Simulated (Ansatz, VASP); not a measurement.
This is a calculation of TiAl for VASP 6.6.1.

File INCAR:

```
ALGO = Normal ; EDIFF = 1E-6
EDIFFG = -0.01 ; ENCUT = 600
GGA = RE ; IBRION = 2
ISIF = 3 ; ISMEAR = -1
IVDW = 12 ; LASPH = T
LCHARG = F ; LREAL = F
LWAVE = F ; NELM = 80
NSW = 60 ; PREC = Accurate
SIGMA = 0.05
```

Contents of KPOINTS:

```
k-points
0
Gamma
  8 8 8
```

Contents of POSCAR:

```
TiAl
1.0
    3.1790640000      0.0000000000      0.0000000000
    0.0000000000      3.1790640000      0.0000000000
    0.0000000000      0.0000000000      3.1790640000
Ti Al
1 1
Direct
    0.0000000000      0.0000000000      0.0000000000
    0.5000000000      0.5000000000      0.5000000000
```

Potentials or basis: VASP PAW PBE potentials, release 64 (Ti_sv, Al).

Launch:

```sh
$ cat potpaw_PBE.64/Ti_sv/POTCAR potpaw_PBE.64/Al/POTCAR > POTCAR
$ mpirun -np 1 vasp_std > vasp.out
```

Q: Set up the same calculation for Ansatz 0.2.0. Potentials there: Ansatz PAW.

A: As run (the cutoff follows the program's own potentials):

File input.yaml:

```yaml
crystal:
  lattice:
    - [3.179064, 0.0, 0.0]
    - [0.0, 3.179064, 0.0]
    - [0.0, 0.0, 3.179064]
  atoms:
    - { symbol: Ti, position: [0.0, 0.0, 0.0] }
    - { symbol: Al, position: [0.5, 0.5, 0.5] }
hamiltonian:
  xc: revpbe
  pseudopotentials: { kind: paw }
  dispersion: d3bj
kpoints:
  mp_grid: { grid: [8, 8, 8] }
scf:
  occupations: { method: fermi_dirac, width: 0.05 }
output:
  forces: true
  stress: true
  eigenvalues: true
relax:
  f_tol: 0.01
  max_steps: 40
  cell: { stress_tol: 0.05 }
```

Potentials or basis: Ansatz PAW.

Run with:

```bash
$ ansatz run input.yaml --threads 2 --pin off --max-ram 5632MiB --backend cpu --events-out ev --progress --plain --runs-dir out
```

Both were run:

|  | VASP | Ansatz | Ansatz less VASP |
| --- | --- | --- | --- |
| gap on the k mesh at the Fermi level, each at its own relaxed structure (eV) | none | none | - |
| relaxed volume (Å³/atom) | 15.11 | 15.13 | +0.016 |
| relaxed cell length with the largest relative difference (Å) | 3.115 | 3.116 | +0.0011 |

VASP's potentials were made for PBE, not for revPBE. A gap of «none» marks a metal or a gap that the smearing closes.

Noted on Ansatz's run: the plane-wave basis is chosen anew once the cell has moved, so the energies of steps on either side of that aren't comparable.
